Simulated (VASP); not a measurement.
# CaF2 (Fm-3m) in VASP: a series of runs, part 2 of 2

VASP 6.6.1.

## Step 4: Vibrations by perturbation theory, PBEsol

This run uses another cell than the first one, of 12.61 Å³/atom.

Input file INCAR:

```
SYSTEM = CaF2
ALGO = Normal ; EDIFF = 1E-8
ENCUT = 600 ; GGA = PS
GGA_COMPAT = .False. ; IBRION = 8
ISIF = 2 ; ISMEAR = 0
LASPH = .True. ; LCHARG = .False.
LEPSILON = .True. ; LREAL = .False.
LWAVE = .False. ; NELM = 120
NSW = 1 ; PREC = Accurate
SIGMA = 0.01
```

Input file KPOINTS:

```
k-points
0
Gamma
  8 8 8
  0 0 0
```

Input file POSCAR:

```
CaF2
1.0
    0.0000000000      2.6642518960      2.6642518960
    2.6642518960      0.0000000000      2.6642518960
    2.6642518960      2.6642518960      0.0000000000
Ca F
1 2
Direct
    0.0000000000      0.0000000000      0.0000000000
    0.2500000000      0.2500000000      0.2500000000
    0.7500000000      0.7500000000      0.7500000000
```

Potentials or basis: VASP PAW PBE potentials, release 64 (Ca_sv, F).

On the command line:

```sh
cat potpaw_PBE.64/Ca_sv/POTCAR potpaw_PBE.64/F/POTCAR > POTCAR
mpirun -np 1 vasp_std > vasp.out
```

OUTCAR:

```text
SYSTEM = CaF2
   EDIFF = 1E-8
   ENCUT = 600
   GGA = PS
   IBRION = 8
   ISIF = 2
   ISMEAR = 0
   LASPH = .True.
   LEPSILON = .True.
   LREAL = .False.
   NELM = 120
   NSW = 1
   PREC = Accurate

 ion  position               nearest neighbor table
   1  0.000  0.000  0.000-   3 2.31   3 2.31   3 2.31   2 2.31   3 2.31   2 2.31   2 2.31   2 2.31

   2  0.250  0.250  0.250-   1 2.31   1 2.31   1 2.31   1 2.31
   3  0.750  0.750  0.750-   1 2.31   1 2.31   1 2.31   1 2.31

  LATTYP: Found a face centered cubic cell.
 ALAT       =     5.3285037920

  Lattice vectors:

 A1 = (   0.0000000000,   2.6642518960,   2.6642518960)
 A2 = (   2.6642518960,   0.0000000000,   2.6642518960)
 A3 = (   2.6642518960,   2.6642518960,   0.0000000000)

Analysis of symmetry for initial positions (statically):
=====================================================================
 Subroutine PRICEL returns:
 Original cell was already a primitive cell.

 Routine SETGRP: Setting up the symmetry group for a
 face centered cubic supercell.

 Subroutine GETGRP returns: Found 48 space group operations
 (whereof 48 operations were pure point group operations)
 out of a pool of 48 trial point group operations.

The static configuration has the point symmetry O_h .

Analysis of symmetry for dynamics (positions and initial velocities):
=====================================================================
 Subroutine PRICEL returns:
 Original cell was already a primitive cell.

 Routine SETGRP: Setting up the symmetry group for a
 face centered cubic supercell.

 Subroutine GETGRP returns: Found 48 space group operations
 (whereof 48 operations were pure point group operations)
 out of a pool of 48 trial point group operations.

The dynamic configuration has the point symmetry O_h .

 Subroutine INISYM returns: Found 48 space group operations
 (whereof 48 operations are pure point group operations),
 and found     1 'primitive' translations

----------------------------------------------------------------------------------------

                                     Primitive cell

  volume of cell :      37.8230

  direct lattice vectors                    reciprocal lattice vectors
     0.000000000  2.664251896  2.664251896    -0.187669942  0.187669942  0.187669942
     2.664251896  0.000000000  2.664251896     0.187669942 -0.187669942  0.187669942
     2.664251896  2.664251896  0.000000000     0.187669942  0.187669942 -0.187669942

  length of vectors
     3.767821165  3.767821165  3.767821165     0.325053875  0.325053875  0.325053875

[... 665 lines left out ...]
  ---------------------------------------------------
  ---------------------------------------------------
  free energy    TOTEN  =        -0.53324498 eV

  energy without entropy =       -0.53324498

------------------------ aborting loop because EDIFF is reached ----------------------------------------

 INTERNAL STRAIN TENSOR  FOR ION    2  DIRECTION 1   (eV/Angst):
 -----------------------------------------------------------------------------
    -0.00668  0.00000  0.00000
     0.00000  0.00213 -4.09578
     0.00000 -4.09578  0.00213

 MACROSCOPIC STATIC DIELECTRIC TENSOR (including local field effects in DFT)
 ------------------------------------------------------
           2.350019     0.000000    -0.000000
           0.000000     2.350019     0.000000
          -0.000000    -0.000000     2.350019
 ------------------------------------------------------

 PIEZOELECTRIC TENSOR (including local field effects)  for field in x, y, z        (e  Angst)
          XX          YY          ZZ          XY          YZ          ZX
  --------------------------------------------------------------------------------
  x     0.00000     0.00000     0.00000     0.00000     0.00000     0.00000
  y     0.00000     0.00000     0.00000     0.00000     0.00000     0.00000
  z     0.00000     0.00000     0.00000     0.00000     0.00000     0.00000

 PIEZOELECTRIC TENSOR (including local field effects)  for field in x, y, z        (C/m^2)
          XX          YY          ZZ          XY          YZ          ZX
  --------------------------------------------------------------------------------
  x     0.00000     0.00000     0.00000     0.00000     0.00000     0.00000
  y     0.00000     0.00000     0.00000     0.00000     0.00000     0.00000
  z     0.00000     0.00000     0.00000     0.00000     0.00000     0.00000

 BORN EFFECTIVE CHARGES (including local field effects) (in |e|, cummulative output)
 ---------------------------------------------------------------------------------
 ion    1
    1     2.38366     0.00000     0.00000
    2     0.00000     2.38366     0.00000
    3     0.00000     0.00000     2.38366
 ion    2
    1    -1.19183     0.00000     0.00000
    2     0.00000    -1.19183     0.00000
    3     0.00000     0.00000    -1.19183
 ion    3
    1    -1.19183     0.00000     0.00000
    2     0.00000    -1.19183     0.00000
    3     0.00000     0.00000    -1.19183

 INTERNAL STRAIN TENSOR FOR ION    3 for displacements in x,y,z  (eV/Angst):
          X           Y           Z          XY          YZ          ZX
  --------------------------------------------------------------------------------
  x     0.00000     0.00000     0.00000     0.00000     4.09578     0.00000
  y    -0.00000     0.00000    -0.00000     0.00000     0.00000     4.09578
  z    -0.00000    -0.00000     0.00000     4.09578     0.00000     0.00000

 SECOND DERIVATIVES (NOT SYMMETRIZED)
 ------------------------------------
               1X          1Y          1Z          2X          2Y          2Z          3X          3Y          3Z
  1X    -5.852536    0.000000    0.000000    2.926268    0.000000    0.000000    2.926268    0.000000    0.000000
  1Y     0.000000   -5.852536    0.000000    0.000000    2.926268    0.000000    0.000000    2.926268    0.000000
  1Z     0.000000    0.000000   -5.852536    0.000000    0.000000    2.926268    0.000000    0.000000    2.926268
  2X     3.053809    0.000000    0.000000   -5.767077    0.000000    0.000000    2.713267    0.000000    0.000000
  2Y     0.000000    3.053809    0.000000    0.000000   -5.767077    0.000000    0.000000    2.713267    0.000000
  2Z     0.000000    0.000000    3.053809    0.000000    0.000000   -5.767077    0.000000    0.000000    2.713267
  3X     3.053809    0.000000    0.000000    2.713267    0.000000    0.000000   -5.767077    0.000000    0.000000
  3Y     0.000000    3.053809    0.000000    0.000000    2.713267    0.000000    0.000000   -5.767077    0.000000
  3Z     0.000000    0.000000    3.053809    0.000000    0.000000    2.713267    0.000000    0.000000   -5.767077

 Eigenvectors and eigenvalues of the dynamical matrix
 ----------------------------------------------------

   1 f  =   10.444881 THz    65.627125 2PiTHz  348.403741 cm-1    43.196539 meV
             X         Y         Z           dx          dy          dz
      0.000000  0.000000  0.000000    -0.000000    0.000000   -0.000000
      1.332126  1.332126  1.332126     0.687817    0.035574    0.160132
      3.996378  3.996378  3.996378    -0.687817   -0.035574   -0.160132
[... 43 lines left out ...]
   9 f/i=    0.092246 THz     0.579598 2PiTHz    3.076989 cm-1     0.381498 meV
             X         Y         Z           dx          dy          dz
      0.000000  0.000000  0.000000    -0.025452    0.028250    0.722864
      1.332126  1.332126  1.332126    -0.017154    0.019039    0.487190
      3.996378  3.996378  3.996378    -0.017154    0.019039    0.487190

--------------------------------------------------------------------------------------------------------

 MACROSCOPIC STATIC DIELECTRIC TENSOR IONIC CONTRIBUTION
 ------------------------------------------------------
           4.577217     0.000000     0.000000
           0.000000     4.577217    -0.000000
           0.000000    -0.000000     4.577217
 ------------------------------------------------------

 ELASTIC MODULI CONTR FROM IONIC RELAXATION (kBar)
 Direction    XX          YY          ZZ          XY          YZ          ZX
 --------------------------------------------------------------------------------
 XX          -0.0000     -0.0000     -0.0000      0.0000      0.0000      0.0000
 YY          -0.0000     -0.0000     -0.0000      0.0000     -0.0000     -0.0000
 ZZ          -0.0000     -0.0000     -0.0000     -0.0000     -0.0000      0.0000
 XY           0.0000      0.0000     -0.0000   -167.5888      0.0000      0.0000
 YZ           0.0000     -0.0000     -0.0000      0.0000   -167.5888     -0.0000
 ZX           0.0000     -0.0000      0.0000      0.0000     -0.0000   -167.5888
 --------------------------------------------------------------------------------

 PIEZOELECTRIC TENSOR IONIC CONTR  for field in x, y, z        (C/m^2)
          XX          YY          ZZ          XY          YZ          ZX
  --------------------------------------------------------------------------------
  x    -0.00000     0.00000     0.00000     0.00000     0.00000     0.00000
  y     0.00000    -0.00000    -0.00000     0.00000    -0.00000    -0.00000
  z     0.00000     0.00000    -0.00000    -0.00000    -0.00000     0.00000
```

Run time: 22 min. Hardware: 1 thread of Intel Xeon 8259CL, shared host; peak memory 0.37 GiB.

What came out:

| Quantity | Value |
| --- | --- |
| Electronic dielectric tensor (diagonal) | 2.35 |
| Born charges (mean of the diagonal) | Ca +2.38; F -1.19 e |
| Highest phonon frequency at Γ, LO-TO splitting left out | 348 cm⁻¹ |

Phonon frequencies in cm⁻¹ (negative: imaginary):
```
              q point                       frequencies
(0.000, 0.000, 0.000)  -3 -3 -3 289 289 289 348 348 348
```

Electronic dielectric tensor:
```
2.35 0.00 0.00
0.00 2.35 0.00
0.00 0.00 2.35
```

Born effective charge tensors (e):
atom 1, Ca
```
2.38 0.00 0.00
0.00 2.38 0.00
0.00 0.00 2.38
```
atom 2, F
```
-1.19  0.00  0.00
 0.00 -1.19  0.00
 0.00  0.00 -1.19
```
atom 3, F
```
-1.19  0.00  0.00
 0.00 -1.19  0.00
 0.00  0.00 -1.19
```

Caveat: the cell stands under pressure or tension, which shifts response properties; the PAW data sets were made with another functional, which shifts forces and pressure a little.

## Step 5: Vibrations by perturbation theory, PBEsol (13.01 Å³/atom)

This run uses another cell than the first one, of 13.01 Å³/atom.

Input file INCAR:

```
SYSTEM = CaF2
  PREC = Accurate
  ENCUT = 600
  EDIFF = 1E-8
  ISMEAR = 0
  SIGMA = 0.01
  LREAL = .False.
  LASPH = .True.
  NELM = 120
  ALGO = Normal
  ISIF = 2
  LWAVE = .False.
  LCHARG = .False.
  GGA = PS
  NBANDS = 19
  IBRION = 8
  NSW = 1
  LEPSILON = .True.
  GGA_COMPAT = .False.
```

Input file KPOINTS:

```
Automatic mesh
0
Gamma
  8 8 8
  0 0 0
```

Input file POSCAR:

```
CaF2
1.0
    0.0000000000      2.6920975287      2.6920975287
    2.6920975287      0.0000000000      2.6920975287
    2.6920975287      2.6920975287      0.0000000000
Ca F
1 2
Direct
    0.0000000000      0.0000000000      0.0000000000
    0.2500000000      0.2500000000      0.2500000000
    0.7500000000      0.7500000000      0.7500000000
```

Potentials or basis: VASP PAW PBE potentials, release 64 (Ca_sv, F).

On the command line:

```sh
cat potpaw_PBE.64/Ca_sv/POTCAR potpaw_PBE.64/F/POTCAR > POTCAR
mpirun -np 1 vasp_std > vasp.out
```

OUTCAR:

```text
SYSTEM = CaF2
   PREC = Accurate
   ENCUT = 600
   EDIFF = 1E-8
   ISMEAR = 0
   LREAL = .False.
   LASPH = .True.
   NELM = 120
   ISIF = 2
   GGA = PS
   IBRION = 8
   NSW = 1
   LEPSILON = .True.

 ion  position               nearest neighbor table
   1  0.000  0.000  0.000-   2 2.33   3 2.33   3 2.33   3 2.33   3 2.33   2 2.33   2 2.33   2 2.33

   2  0.250  0.250  0.250-   1 2.33   1 2.33   1 2.33   1 2.33
   3  0.750  0.750  0.750-   1 2.33   1 2.33   1 2.33   1 2.33

  LATTYP: Found a face centered cubic cell.
 ALAT       =     5.3841950574

  Lattice vectors:

 A1 = (   0.0000000000,   2.6920975287,   2.6920975287)
 A2 = (   2.6920975287,   0.0000000000,   2.6920975287)
 A3 = (   2.6920975287,   2.6920975287,   0.0000000000)

Analysis of symmetry for initial positions (statically):
=====================================================================
 Subroutine PRICEL returns:
 Original cell was already a primitive cell.

 Routine SETGRP: Setting up the symmetry group for a
 face centered cubic supercell.

 Subroutine GETGRP returns: Found 48 space group operations
 (whereof 48 operations were pure point group operations)
 out of a pool of 48 trial point group operations.

The static configuration has the point symmetry O_h .

Analysis of symmetry for dynamics (positions and initial velocities):
=====================================================================
 Subroutine PRICEL returns:
[... 803 lines left out ...]
 ion    1
    1     2.37601     0.00000     0.00000
    2     0.00000     2.37601     0.00000
    3     0.00000     0.00000     2.37601
 ion    2
    1    -1.18800     0.00000     0.00000
    2     0.00000    -1.18800     0.00000
    3     0.00000     0.00000    -1.18800
 ion    3
    1    -1.18800     0.00000     0.00000
    2     0.00000    -1.18800     0.00000
    3     0.00000     0.00000    -1.18800

 INTERNAL STRAIN TENSOR FOR ION    3 for displacements in x,y,z  (eV/Angst):
          X           Y           Z          XY          YZ          ZX
  --------------------------------------------------------------------------------
  x     0.00000     0.00000     0.00000     0.00000     3.27122     0.00000
  y     0.00000     0.00000     0.00000     0.00000     0.00000     3.27122
  z     0.00000     0.00000     0.00000     3.27122     0.00000     0.00000

 SECOND DERIVATIVES (NOT SYMMETRIZED)
 ------------------------------------
               1X          1Y          1Z          2X          2Y          2Z          3X          3Y          3Z
  1X    -5.256360    0.000000    0.000000    2.628180    0.000000    0.000000    2.628180    0.000000    0.000000
  1Y     0.000000   -5.256360    0.000000    0.000000    2.628180    0.000000    0.000000    2.628180    0.000000
  1Z     0.000000    0.000000   -5.256360    0.000000    0.000000    2.628180    0.000000    0.000000    2.628180
  2X     2.602168   -0.000000   -0.000000   -5.119798    0.000000    0.000000    2.517630    0.000000    0.000000
  2Y    -0.000000    2.602168    0.000000    0.000000   -5.119798    0.000000    0.000000    2.517630    0.000000
  2Z    -0.000000    0.000000    2.602168    0.000000    0.000000   -5.119798    0.000000    0.000000    2.517630
  3X     2.602168   -0.000000   -0.000000    2.517630    0.000000    0.000000   -5.119798    0.000000    0.000000
  3Y    -0.000000    2.602168    0.000000    0.000000    2.517630    0.000000    0.000000   -5.119798    0.000000
  3Z    -0.000000    0.000000    2.602168    0.000000    0.000000    2.517630    0.000000    0.000000   -5.119798

 Eigenvectors and eigenvalues of the dynamical matrix
 ----------------------------------------------------

   1 f  =    9.912206 THz    62.280228 2PiTHz  330.635606 cm-1    40.993572 meV
             X         Y         Z           dx          dy          dz
      0.000000  0.000000  0.000000     0.000000   -0.000000   -0.000000
      1.346049  1.346049  1.346049    -0.249867    0.661319   -0.014948
      4.038146  4.038146  4.038146     0.249867   -0.661319    0.014948
[... 43 lines left out ...]
   9 f/i=    0.020125 THz     0.126448 2PiTHz    0.671294 cm-1     0.083230 meV
             X         Y         Z           dx          dy          dz
      0.000000  0.000000  0.000000     0.236699   -0.674048    0.021936
      1.346049  1.346049  1.346049     0.163779   -0.466393    0.015178
      4.038146  4.038146  4.038146     0.163779   -0.466393    0.015178

--------------------------------------------------------------------------------------------------------

 MACROSCOPIC STATIC DIELECTRIC TENSOR IONIC CONTRIBUTION
 ------------------------------------------------------
           4.996942    -0.000000    -0.000000
          -0.000000     4.996942    -0.000000
          -0.000000    -0.000000     4.996942
 ------------------------------------------------------

 ELASTIC MODULI CONTR FROM IONIC RELAXATION (kBar)
 Direction    XX          YY          ZZ          XY          YZ          ZX
 --------------------------------------------------------------------------------
 XX           0.0000      0.0000      0.0000      0.0000      0.0000      0.0000
 YY           0.0000      0.0000      0.0000      0.0000      0.0000      0.0000
 ZZ           0.0000      0.0000      0.0000      0.0000      0.0000      0.0000
 XY           0.0000      0.0000      0.0000   -115.0562     -0.0000     -0.0000
 YZ           0.0000      0.0000      0.0000     -0.0000   -115.0562     -0.0000
 ZX           0.0000      0.0000      0.0000     -0.0000     -0.0000   -115.0562
 --------------------------------------------------------------------------------

 PIEZOELECTRIC TENSOR IONIC CONTR  for field in x, y, z        (C/m^2)
          XX          YY          ZZ          XY          YZ          ZX
  --------------------------------------------------------------------------------
  x     0.00000     0.00000     0.00000     0.00000     0.00000    -0.00000
  y     0.00000     0.00000     0.00000    -0.00000    -0.00000     0.00000
  z     0.00000     0.00000     0.00000     0.00000     0.00000     0.00000
```

stdout:

```text
POSCAR found type information on POSCAR CaF
 POSCAR found :  2 types and       3 ions
 scaLAPACK will be used
 -----------------------------------------------------------------------------
|                                                                             |
|                                                                             |
[... 39 lines left out ...]
 first order change of Fermi-energy  -0.67242E-05
 force on displaced ion       1 direction 1 :  -5.256   0.000   0.000
 Born effective charge ion    1 direction 1 :   2.376   0.000   0.000
 Linear response progress:
 first order change of Fermi-energy   0.28550E+00
 force on displaced ion       2 direction 1 :  -5.120   0.000   0.000
 Born effective charge ion    2 direction 1 :  -1.188   0.000   0.000
 Born effective charges drift removed
 Linear response finished
```

Run time: 26 min. Hardware: 1 thread of Intel Xeon 8259CL, shared host; peak memory 0.34 GiB.

Results:

- Electronic dielectric tensor (diagonal): 2.33
- Born charges (mean of the diagonal): Ca +2.38; F -1.19 e
- Highest phonon frequency at Γ, LO-TO splitting left out: 331 cm⁻¹

Phonon frequencies in cm⁻¹ (negative: imaginary):
| q point | frequencies |
| --- | --- |
| (0.000, 0.000, 0.000) | -1 -1 -1 270 270 270 331 331 331 |

Electronic dielectric tensor:
```
2.33 0.00 0.00
0.00 2.33 0.00
0.00 0.00 2.33
```

Born effective charge tensors (e):
atom 1, Ca
```
2.38 0.00 0.00
0.00 2.38 0.00
0.00 0.00 2.38
```
atom 2, F
```
-1.19  0.00  0.00
 0.00 -1.19  0.00
 0.00  0.00 -1.19
```
atom 3, F
```
-1.19  0.00  0.00
 0.00 -1.19  0.00
 0.00  0.00 -1.19
```

Caveat: the cell stands under pressure or tension, which shifts response properties; the PAW data sets were made with another functional, which shifts forces and pressure a little.
